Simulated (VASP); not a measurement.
# TiC (I4/mmm) in VASP: a series of runs

The runs below take TiC through single point, with PBEsol.

Program: VASP 6.6.1. These are calculated values, not measurements. Logs are shortened: lines on timing, memory, paths and dates and some standing lists are left out, and cuts for length are marked.

## 1. The cell of the first run

The structure is tetragonal, space group I4/mmm (No. 139). The conventional cell has a = 3.030 Å, b = 3.030 Å, c = 4.328 Å, α = 90.00°, β = 90.00°, γ = 90.00°. Ti (site symmetry 4/mmm) has 6 C at 2.14 to 2.16 Å within 2.8 Å. C (site symmetry 4/mmm) has 6 Ti at 2.14 to 2.16 Å within 2.8 Å.

## 2. Single point, PBEsol (equal xx and yy strain of -1 %)

INCAR reads:

```
SYSTEM = TiC
ALGO     = Normal         ! electronic algorithm
EDIFF    = 1E-6           ! SCF threshold, eV
ENCUT    = 520            ! plane-wave cutoff, eV
GGA      = PS             ! functional
ISIF     = 2              ! what is computed and relaxed
ISMEAR   = -1             ! smearing method
LASPH    = .TRUE.         ! aspherical terms in the spheres
LCHARG   = .FALSE.        ! write CHGCAR
LREAL    = .FALSE.        ! projectors in reciprocal space
LWAVE    = .FALSE.        ! write WAVECAR
NBANDS   = 15             ! bands
NELM     = 100            ! most SCF steps
PREC     = Accurate       ! precision mode
SIGMA    = 0.03           ! smearing width, eV
```

KPOINTS reads:

```
k-points
0
G
  16 16 16
  0 0 0
```

POSCAR reads:

```
TiC
1.0
    0.0000000000      2.1423600000      2.1640000000
    2.1423600000      0.0000000000      2.1640000000
    2.1423600000      2.1423600000      0.0000000000
Ti C
1 1
Direct
    0.0000000000      0.0000000000      0.0000000000
    0.5000000000      0.5000000000      0.5000000000
```

Potentials or basis: VASP PAW PBE potentials, release 64 (Ti_sv, C).

Started as:

```bash
cat potpaw_PBE.64/Ti_sv/POTCAR potpaw_PBE.64/C/POTCAR > POTCAR
mpirun -np 1 vasp_std > vasp.out
```

OUTCAR:

```text
SYSTEM = TiC
   EDIFF = 1E-6
   ENCUT = 520
   GGA = PS
   ISIF = 2
   ISMEAR = -1
   LASPH = .TRUE.
   LREAL = .FALSE.
   NELM = 100
   PREC = Accurate

 ion  position               nearest neighbor table
   1  0.000  0.000  0.000-   2 2.14   2 2.14   2 2.14   2 2.14   2 2.16   2 2.16
   2  0.500  0.500  0.500-   1 2.14   1 2.14   1 2.14   1 2.14   1 2.16   1 2.16

  LATTYP: Found a body centered tetragonal cell.
 ALAT       =     3.0297545675
 C/A-ratio  =     1.4284985479

  Lattice vectors:

 A1 = (  -2.1423600000,   0.0000000000,   2.1640000000)
 A2 = (   2.1423600000,   0.0000000000,   2.1640000000)
 A3 = (   0.0000000000,   2.1423600000,  -2.1640000000)

Analysis of symmetry for initial positions (statically):
=====================================================================
 Subroutine PRICEL returns:
 Original cell was already a primitive cell.

 Routine SETGRP: Setting up the symmetry group for a
 body centered tetragonal supercell.

 Subroutine GETGRP returns: Found 16 space group operations
 (whereof 16 operations were pure point group operations)
 out of a pool of 16 trial point group operations.

The static configuration has the point symmetry D_4h.

Analysis of symmetry for dynamics (positions and initial velocities):
=====================================================================
 Subroutine PRICEL returns:
 Original cell was already a primitive cell.

 Routine SETGRP: Setting up the symmetry group for a
 body centered tetragonal supercell.

 Subroutine GETGRP returns: Found 16 space group operations
 (whereof 16 operations were pure point group operations)
 out of a pool of 16 trial point group operations.

The dynamic configuration has the point symmetry D_4h.

 Subroutine INISYM returns: Found 16 space group operations
 (whereof 16 operations are pure point group operations),
 and found     1 'primitive' translations

----------------------------------------------------------------------------------------

                                     Primitive cell

  volume of cell :      19.8642

  direct lattice vectors                    reciprocal lattice vectors
     0.000000000  2.142360000  2.164000000    -0.233387479  0.233387479  0.231053604
     2.142360000  0.000000000  2.164000000     0.233387479 -0.233387479  0.231053604
     2.142360000  2.142360000  0.000000000     0.233387479  0.233387479 -0.231053604

  length of vectors
[... 91 lines left out ...]
   TEBEG  =    0.0;   TEEND  =   0.0 temperature during run
   PSTRESS=    0.0 pullay stress
   NELECT =      16.0000    total number of electrons
   NUPDOWN=      -1.0000    fix difference up-down
   EMIN   =  10.00;   EMAX   =-10.00  energy-range for DOS
   EFERMI =   0.00;   METHOD = LEGACY
   ISMEAR =    -1;   SIGMA  =   0.03  broadening in eV -4-tet -1-fermi 0-gaus
   EFERMI_NEDOS =   21; number of points for ismear=-14 and -15
   IALGO  =     38    algorithm
   IMIX   =      4    mixing-type and parameters
     AMIX     =   0.40;   BMIX     =  1.00
     AMIX_MAG =   1.60;   BMIX_MAG =  1.00
  volume/ion in A,a.u.               =       9.93        67.03
  Fermi-wavevector in a.u.,A,eV,Ry     =   1.523202  2.878434 31.567471  2.320144
  Thomas-Fermi vector in A             =   2.631677
   LORBIT       =      0    0 simple, 1 ext, 2 COOP (PROOUT), +10 PAW based schemes
   GGA     = PS    functional components
   LHFCALC =     F    Hartree Fock is set to
   AEXX    =    0.0000 exact exchange contribution
   IVDW    =     0    specifies the selected vdW correction
   LEPSILON=     F    determine dielectric tensor
   LRPA    =     F    only Hartree local field effects (RPA)
 non-spin polarized calculation
  energy-cutoff  :      520.00
  volume of cell :       19.86
 maximum number of plane-waves:       546
   NGX = 11   NGY = 11   NGZ = 11

 number of electron      16.0000003 magnetization

 Free energy of the ion-electron system (eV)
  ---------------------------------------------------
  ext. energy  EPLUGINS =         0.00000000
  ---------------------------------------------------
  free energy    TOTEN  =       -19.80014921 eV

  energy without entropy =      -19.79896640  energy(sigma->0) =      -19.79955780

 E-fermi :   9.5537     XC(G=0): -12.9769

 val. band max:        9.5522948376   @ k =  -0.0625   0.0625   0.0000
 cond. band min:       9.5570440904   @ k =   0.3750   0.3125   0.0000
 fundamental gap:      0.0047492528
 Fermi energy:         9.5537392361

 k-point     1 :       0.0000    0.0000    0.0000
  band No.  band energies     occupation
      1     -46.6963      2.00000
      2     -22.8195      2.00000
      3     -22.8062      2.00000
      4     -22.8062      2.00000
      5      -2.9053      2.00000
      6      10.1877      0.00000
      7      10.2652      0.00000
      8      10.2652      0.00000
      9      11.2728      0.00000
     10      11.3007      0.00000
     11      11.3134      0.00000
     12      11.3134      0.00000
     13      11.3806      0.00000
     14      20.3802      0.00000
[... 401 lines left out ...]
      2     -22.8596      2.00000
      3     -22.8336      2.00000
      4     -22.8070      2.00000
      5      -2.6605      2.00000
      6       9.3173      1.99925
      7       9.5059      1.66243
      8       9.5523      1.02407
      9      10.3805      0.00000
     10      10.9533      0.00000
     11      11.8983      0.00000
     12      12.4454      0.00000
     13      13.4182      0.00000
     14      20.7891      0.00000
     15      23.6917      0.00000

 [... further k-points ...]

------------------------ aborting loop because EDIFF is reached ----------------------------------------

  FORCE on cell =-STRESS in cart. coord.  units (eV):
  Direction    XX          YY          ZZ          XY          YZ          ZX
  --------------------------------------------------------------------------------------
  -------------------------------------------------------------------------------------
  Total        0.0700241      0.0700241     -0.4249128      0.0000000      0.0000000     -0.0000000
  in kB        5.6478834      5.6478834    -34.2719044      0.0000000      0.0000000     -0.0000000
  external PRESSURE =      -7.6587126 kB  Pullay stress =       0.0000000 kB

 VOLUME and BASIS-vectors are now :
 -----------------------------------------------------------------------------
  energy-cutoff  :      520.00
  volume of cell :       19.86
      direct lattice vectors                 reciprocal lattice vectors
     0.000000000  2.142360000  2.164000000    -0.233387479  0.233387479  0.231053604
     2.142360000  0.000000000  2.164000000     0.233387479 -0.233387479  0.231053604
     2.142360000  2.142360000  0.000000000     0.233387479  0.233387479 -0.231053604

 POSITION                                       TOTAL-FORCE (eV/Angst)
 -----------------------------------------------------------------------------------
      0.00000      0.00000      0.00000         0.000000      0.000000     -0.000000
      2.14236      2.14236      2.16400         0.000000      0.000000      0.000000
 -----------------------------------------------------------------------------------
    total drift:                                0.000000     -0.000000     -0.000000

  FREE ENERGIE OF THE ION-ELECTRON SYSTEM (eV)
  ---------------------------------------------------
  free  energy   TOTEN  =       -19.8001492084 eV

  energy  without entropy=      -19.7989663995  energy(sigma->0) =      -19.79955780
```

OSZICAR:

```text
N       E                     dE             d eps       ncg     rms          rms(c)
DAV:   1     0.117178517092E+03    0.11718E+03   -0.79971E+03 10491   0.128E+03
DAV:   2    -0.177036232889E+02   -0.13488E+03   -0.12640E+03 11240   0.335E+02
DAV:   3    -0.249318371916E+02   -0.72282E+01   -0.71115E+01 13612   0.766E+01
DAV:   4    -0.251632474531E+02   -0.23141E+00   -0.23116E+00 13070   0.126E+01
DAV:   5    -0.251692289361E+02   -0.59815E-02   -0.59809E-02 13619   0.178E+00    0.189E+01
DAV:   6    -0.203386970440E+02    0.48305E+01   -0.11030E+01 14954   0.561E+01    0.658E+00
DAV:   7    -0.198374743321E+02    0.50122E+00   -0.18632E+00 12215   0.193E+01    0.515E+00
DAV:   8    -0.198043293735E+02    0.33145E-01   -0.11571E-01 12104   0.411E+00    0.279E+00
DAV:   9    -0.198044764615E+02   -0.14709E-03   -0.75724E-02 13795   0.322E+00    0.904E-01
DAV:  10    -0.198017118423E+02    0.27646E-02   -0.95306E-03 13728   0.144E+00    0.608E-01
DAV:  11    -0.198001816579E+02    0.15302E-02   -0.30574E-03 12145   0.783E-01    0.857E-02
DAV:  12    -0.198001528649E+02    0.28793E-04   -0.25612E-04 11835   0.176E-01    0.362E-02
DAV:  13    -0.198001493719E+02    0.34930E-05   -0.13072E-05 13571   0.334E-02    0.427E-03
DAV:  14    -0.198001492084E+02    0.16353E-06   -0.45625E-07  8546   0.946E-03
   1 F= -.19800149E+02 E0= -.19799558E+02  d E =-.118281E-02
```

Wall time 52 s (1 thread of Intel Xeon Platinum 8488C (Sapphire Rapids), shared host); peak memory 0.22 GiB.

What came out:

```yaml
Free_energy: -19.8001 eV
Pressure: -0.8 GPa
Band_gap_on_the_k_mesh: zero (band 8 reaches 10.27 eV, above the bottom of band 9 at 9.12 eV)
```

Stress tensor (GPa, compression positive):
```
 0.56  0.00  0.00
 0.00  0.56  0.00
 0.00  0.00 -3.43
```

Levels at points of the mesh, in eV from the Fermi level:
| k point | band 5 | band 6 | band 7 | band 8 | band 9 | band 10 | band 11 | band 12 |
| --- | --- | --- | --- | --- | --- | --- | --- | --- |
| (0.00, 0.00, 0.00) | -12.46 | 0.63 | 0.71 | 0.71 | 1.72 | 1.75 | 1.76 | 1.76 |
| (0.50, 0.00, 0.00) | -8.83 | -5.96 | -2.96 | -2.95 | 3.00 | 3.05 | 4.25 | 8.30 |
| (0.50, 0.50, 0.00) | -10.15 | -3.52 | -1.71 | 0.06 | 0.06 | 2.83 | 3.64 | 3.64 |
| (0.50, 0.00, 0.50) | -10.13 | -3.41 | -1.73 | -0.02 | -0.01 | 2.83 | 3.62 | 3.68 |

Caveat: the cell differs from its parent crystal (equal xx and yy strain of -1 %); the PAW data sets were made with another functional, which shifts forces and pressure a little.

## 3. Single point, PBEsol (zz strain of -2 %)

INCAR reads:

```
SYSTEM = TiC
  PREC = Accurate
  ENCUT = 520
  EDIFF = 1E-6
  ISMEAR = -1
  SIGMA = 0.03
  LREAL = .FALSE.
  LASPH = .TRUE.
  NELM = 60
  ALGO = Normal
  ISIF = 2
  LWAVE = .FALSE.
  LCHARG = .TRUE.
  GGA = PS
  LELF = .TRUE.
  LVHAR = .TRUE.
  NBANDS = 15
```

KPOINTS reads:

```
regular mesh
0
G
  16 16 16
  0 0 0
```

POSCAR reads:

```
TiC
1.0
    0.0000000000      2.1640000000      2.1207200000
    2.1640000000      0.0000000000      2.1207200000
    2.1640000000      2.1640000000      0.0000000000
Ti C
1 1
Direct
    0.0000000000      0.0000000000      0.0000000000
    0.5000000000      0.5000000000      0.5000000000
```

Potentials or basis: VASP PAW PBE potentials, release 64 (Ti_sv, C).

Started as:

```bash
cat potpaw_PBE.64/Ti_sv/POTCAR potpaw_PBE.64/C/POTCAR > POTCAR
mpirun -np 1 vasp_std > vasp.out
```

Wall time 50 s (1 thread of Intel Xeon Platinum 8488C (Sapphire Rapids), shared host); peak memory 0.22 GiB.

Results (log left out):

- Free energy: -19.7948 eV
- Pressure: -0.6 GPa
- Band gap on the k mesh: zero (band 8 reaches 10.34 eV, above the bottom of band 9 at 9.02 eV)

Stress tensor (GPa, compression positive):
```
-3.47  0.00  0.00
 0.00 -3.47  0.00
 0.00  0.00  5.20
```

Levels at points of the mesh, in eV from the Fermi level:
```
           k point  band 4  band 5  band 6  band 7  band 8  band 9  band 10  band 11  band 12  band 13
(0.00, 0.00, 0.00)  -32.36  -12.47    0.63    0.63    0.78    1.70     1.71     1.71     1.79     1.85
(0.50, 0.00, 0.00)  -32.41   -8.83   -5.97   -2.99   -2.95    2.97     3.06     4.25     8.28     8.29
(0.50, 0.50, 0.00)  -32.58  -10.12   -3.30   -1.76   -0.10   -0.10     2.83     3.65     3.65     6.21
(0.50, 0.00, 0.50)  -32.55  -10.16   -3.53   -1.72    0.04    0.06     2.81     3.57     3.70     6.02
```

Caveat: the cell differs from its parent crystal (zz strain of -2 %); the PAW data sets were made with another functional, which shifts forces and pressure a little.

## 4. Single point, PBEsol (zz strain of -1 %)

Changes to INCAR since step 3:

```diff
@@ -8,3 +8,3 @@
   LASPH = .TRUE.
-  NELM = 60
+  NELM = 80
   ALGO = Normal
```

KPOINTS is that of step 3.

POSCAR reads:

```
TiC
1.0
    0.0000000000      2.1640000000      2.1423600000
    2.1640000000      0.0000000000      2.1423600000
    2.1640000000      2.1640000000      0.0000000000
Ti C
1 1
Direct
    0.0000000000      0.0000000000      0.0000000000
    0.5000000000      0.5000000000      0.5000000000
```

Started as:

```bash
cat potpaw_PBE.64/Ti_sv/POTCAR potpaw_PBE.64/C/POTCAR > POTCAR
mpirun -np 1 vasp_std > vasp.out
```

Wall time 57 s (1 thread of Intel Xeon Platinum 8488C (Sapphire Rapids), shared host); peak memory 0.22 GiB.

The run converged. Its results:

```yaml
Free_energy: -19.7976 eV
Pressure: -3.4 GPa
Band_gap_on_the_k_mesh: zero (band 8 reaches 10.17 eV, above the bottom of band 9 at 8.97 eV)
```

Stress tensor (GPa, compression positive):
```
-4.69  0.00  0.00
 0.00 -4.69  0.00
 0.00  0.00 -0.72
```

Levels at points of the mesh, in eV from the Fermi level:
| k point | band 6 | band 7 | band 8 | band 9 | band 10 | band 11 |
| --- | --- | --- | --- | --- | --- | --- |
| (0.00, 0.00, 0.00) | 0.66 | 0.66 | 0.73 | 1.72 | 1.72 | 1.73 |
| (0.50, 0.00, 0.00) | -5.92 | -2.93 | -2.92 | 2.96 | 3.00 | 4.19 |
| (0.50, 0.50, 0.00) | -3.36 | -1.71 | -0.05 | -0.05 | 2.80 | 3.60 |
| (0.50, 0.00, 0.50) | -3.47 | -1.69 | 0.02 | 0.03 | 2.79 | 3.56 |

Caveat: the cell differs from its parent crystal (zz strain of -1 %); the PAW data sets were made with another functional, which shifts forces and pressure a little.

## 5. The runs side by side

```tsv
cell	gap on the mesh (eV)	pressure (GPa)
a = 3.045, b = 3.045, c = 3.030 Å, angles 60.2, 60.2, 59.7°, 2 atoms	none	-0.8
a = 3.030, b = 3.030, c = 3.060 Å, angles 59.7, 59.7, 60.7°, 2 atoms	none	-0.6
a = 3.045, b = 3.045, c = 3.060 Å, angles 59.8, 59.8, 60.3°, 2 atoms	none	-3.4
```

Alike in all rows: task single point; level PBEsol; potentials or basis VASP PAW PBE potentials, release 64 (Ti_sv, C); no spin polarisation; k mesh 16 × 16 × 16; cutoff (eV) 520; smearing fermi-dirac 0.03 eV.

Caveats: the PAW data sets were made with another functional, which shifts forces and pressure a little.

Total energies depend on the potentials used, so only differences within one code and one set of settings carry meaning.
